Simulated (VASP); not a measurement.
Input of a VASP 6.6.1 run:

File INCAR:

```
SYSTEM = Al
PREC = Accurate ; ENCUT = 520
EDIFF = 1E-6 ; ISMEAR = 0
SIGMA = 0.15 ; LREAL = .FALSE.
LASPH = .TRUE. ; NELM = 80
ALGO = Normal ; ISIF = 2
LWAVE = .FALSE. ; LCHARG = .FALSE.
GGA = PS ; NBANDS = 8
```

The input KPOINTS:

```
regular mesh
0
G
  20 20 20
  0 0 0
```

File POSCAR:

```
Al
1.0
   -1.5912186900      1.5912186900      1.5673504096
    1.5912186900     -1.5912186900      1.5673504096
    1.5912186900      1.5912186900     -1.5673504096
Al
1
Direct
    0.0000000000      0.0000000000      0.0000000000
```

Potentials or basis: VASP PAW PBE potentials, release 64 (Al).

The run is started by

```bash
$ cat potpaw_PBE.64/Al/POTCAR > POTCAR
$ mpirun -np 1 vasp_std > vasp.out
```

**Question.** What does it give for the band gap on the k mesh?

**Answer.** Zero (an odd number of electrons rules out a gap without spin polarisation).

**Question.** Estimate the pressure.

**Answer.** 3.5 GPa.

Stress tensor (GPa, compression positive):
```
3.81 0.00 0.00
0.00 3.81 0.00
0.00 0.00 3.02
```

Caveat: the cell differs from its parent crystal (strain +0.000 along x and y, -0.015 along z); the cell stands under pressure; the PAW data sets were made with another functional, which shifts forces and pressure a little.
